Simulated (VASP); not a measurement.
BaS, 4 atoms in the cell. Symmetry: Pmm2, No. 25, orthorhombic system. Conventional cell: a = 5.342 Å, b = 5.342 Å, c = 3.809 Å, α = 90.00°, β = 90.00°, γ = 90.00°. Ba (site symmetry mm2) has 8 S at 3.09 to 3.50 Å and 6 Ba at 3.81 to 3.82 Å within 4.1 Å. Within 4.1 Å of Ba (site symmetry mm2) lie 8 S at 3.13 to 3.45 Å and 6 Ba at 3.81 to 3.82 Å. Within 4.1 Å of S (site symmetry mm2) lie 8 Ba at 3.09 to 3.50 Å and 6 S at 3.78 to 3.81 Å. S (site symmetry mm2) has 8 Ba at 3.13 to 3.45 Å and 6 S at 3.78 to 3.81 Å within 4.1 Å.  This cell differs from its parent crystal: atom 3 (S) moved 0.08 Å along z.

- Program: VASP 6.6.1
- Task: single point
- Functional: PBEsol
- Potentials or basis: VASP PAW PBE potentials, release 64 (Ba_sv, S)
- Cutoff: 520 eV
- k mesh: 6 × 6 × 8
- Occupations: gaussian, width 0.05 eV
- Spin: no spin polarisation
- Dipole correction: no
- Further INCAR settings: ALGO = Normal; EDIFF = 1e-07; NBANDS = 24

Potentials or basis: VASP PAW PBE potentials, release 64 (Ba_sv, S).

Command:

```console
$ cat potpaw_PBE.64/Ba_sv/POTCAR potpaw_PBE.64/S/POTCAR > POTCAR
$ mpirun -np 1 vasp_std > vasp.out
```

Hardware: 1 thread of Intel(R) Xeon(R) Platinum 8559C (Emerald Rapids), with other jobs on the host.

Estimate the wall time of this run.

Wall time 78 s on 1 thread of Intel(R) Xeon(R) Platinum 8559C (Emerald Rapids) (shared host), peak memory 0.31 GiB. Counts: scf iterations 15, k points 80.
